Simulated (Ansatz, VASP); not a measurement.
Cu3N: VASP beside Ansatz

```
Cu N
1.0
     3.82714    0.00000    0.00000
     0.00000    3.82714    0.00000
     0.00000    0.00000    3.82714
Cu N
3 1
Direct
  0.50000 0.00000 0.00000
  0.00000 0.50000 0.00000
  0.00000 0.00000 0.50000
  0.00000 0.00000 0.00000
```

Alike in both runs: functional PBE; k mesh 10 × 10 × 10; occupations fermi-dirac, width 0.05 eV; no spin polarisation.

Ansatz relaxed the structure, and its values are those at the end. VASP's run is a single point on that final structure, the one shown.

|  | VASP | Ansatz |
| --- | --- | --- |
| version | VASP 6.6.1 | Ansatz 0.2.0 |
| potentials or method | VASP PAW PBE potentials, release 64 (Cu, N) | PAW with Ansatz's default frozen-core files, scalar-relativistic |
| plane-wave cutoff (eV) | 600 | 420 |
| valence electrons in the cell | 38 | 62 |

|  | VASP | Ansatz | Ansatz less VASP |
| --- | --- | --- | --- |
| pressure (GPa) | 0.8 | 0.0 | -0.79 |

VASP's potentials hold 38 valence electrons a cell and Ansatz's 62, so a difference there can come from the potentials and not from the codes.
